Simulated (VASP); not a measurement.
Wanted: the native input for a VASP 6.6.1 run.

- Task: single point
- Functional: PBE
- Potentials or basis: VASP PAW PBE potentials, release 64 (Al, O)
- Cutoff: 520 eV
- k mesh: 6 × 6 × 6
- Occupations: gaussian, width 0.1 eV
- Spin: no spin polarisation
- Dipole correction: no
- Further INCAR settings: ALGO = Normal; EDIFF = 1e-06; NBANDS = 26

The structure of AlO5 lies in POSCAR:

```
AlO5
1.0
    2.6214660900      1.5135041500      2.9655536600
   -2.6214660900      1.5135041500      2.9655536600
    0.0000000000     -3.0270083000      2.9655536600
Al O
1 5
Direct
    0.5000000000      0.5000000000      0.5000000000
    0.5000000000      0.5000000000      0.0000000000
    0.0000000000      0.5000000000      0.5000000000
    0.5000000000      0.0000000000      0.5000000000
    0.7202809200      0.7202809200      0.7202809200
    0.2797190800      0.2797190800      0.2797190800
```

The cell was generated, and may not be a known phase.

One way to write it, as run:

INCAR

```
SYSTEM = AlO5
PREC     = Accurate       ! precision mode
ENCUT    = 520            ! plane-wave cutoff, eV
EDIFF    = 1E-6           ! SCF threshold, eV
ISMEAR   = 0              ! smearing method
SIGMA    = 0.1            ! smearing width, eV
LREAL    = .False.        ! projectors in reciprocal space
LASPH    = .True.         ! aspherical terms in the spheres
NELM     = 60             ! most SCF steps
ALGO     = Normal         ! electronic algorithm
ISIF     = 2              ! what is computed and relaxed
LWAVE    = .False.        ! write WAVECAR
LCHARG   = .True.         ! write CHGCAR
GGA      = PE             ! functional
LELF     = .True.         ! ELF
LVHAR    = .True.       
NBANDS   = 26             ! bands
```

KPOINTS

```
Automatic mesh
0
Gamma
  6 6 6
  0 0 0
```

Potentials or basis: VASP PAW PBE potentials, release 64 (Al, O).

Run with:

```console
$ cat potpaw_PBE.64/Al/POTCAR potpaw_PBE.64/O/POTCAR > POTCAR
$ mpirun -np 1 vasp_std > vasp.out
```

Results of the run:

```
Pressure               : 18.5 GPa
Largest force          : 3.814 eV/Å
Band gap on the k mesh : zero (an odd number of electrons rules out a gap without spin polarisation)
```

Caveat: the stress differs along the axes, from -15 to 35 GPa; an odd number of electrons without spin polarisation forces a metal; a magnetic or distorted state may lie lower.

Run time: 60 s on 1 thread of Intel Xeon 8259CL, on a shared host, peak memory 0.19 GiB.
